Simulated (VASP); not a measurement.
Write the native input for VASP 6.6.1 that does the following.

```
Task                   : single point
Functional             : PBE
Potentials or basis    : VASP PAW PBE potentials, release 64 (Cd_sv_GW, S)
Cutoff                 : 630 eV
k mesh                 : 9 × 9 × 6
Occupations            : gaussian, width 0.02 eV
Spin                   : no spin polarisation
Dipole correction      : no
Further INCAR settings : ALGO = Normal; EDIFF = 1e-06; NBANDS = 20
```

The structure of CdS lies in POSCAR:

```
CdS
1.0
    4.1493991094      0.0000000000      0.0000000000
   -2.0746995548      3.5934850392      0.0000000000
    0.0000000000      0.0000000000      5.4778042956
Cd S
1 1
Direct
    0.0000000000      0.0000000000      0.4375232249
    0.6666666700      0.3333333300      0.4394767751
```

This cell differs from its parent crystal: strained.

One way to write it, as run:

INCAR

```
PREC = Accurate ; ENCUT = 630
EDIFF = 1E-6 ; ISMEAR = 0
SIGMA = 0.02 ; LREAL = False
LASPH = True ; NELM = 120
ALGO = Normal ; ISIF = 2
LWAVE = False ; LCHARG = True
GGA = PE ; LELF = True
LVHAR = True ; NBANDS = 20
GGA_COMPAT = False
```

KPOINTS

```
Automatic mesh
0
Gamma
  9 9 6
```

Potentials or basis: VASP PAW PBE potentials, release 64 (Cd_sv_GW, S).

Run with:

```console
$ cat potpaw_PBE.64/Cd_sv_GW/POTCAR potpaw_PBE.64/S/POTCAR > POTCAR
$ mpirun -np 1 vasp_std > vasp.out
```

Results of the run:

```yaml
Pressure: 2.4 GPa
Largest_force: 0.004 eV/Å
Band_gap_on_the_k_mesh: 1.57 eV (least direct gap 1.58 eV)
```

Caveat: the cell differs from its parent crystal (strained).

Run time: 58 s on 1 thread of Intel(R) Xeon(R) 6975P-C (Granite Rapids), with other jobs on the host, peak memory 0.34 GiB.
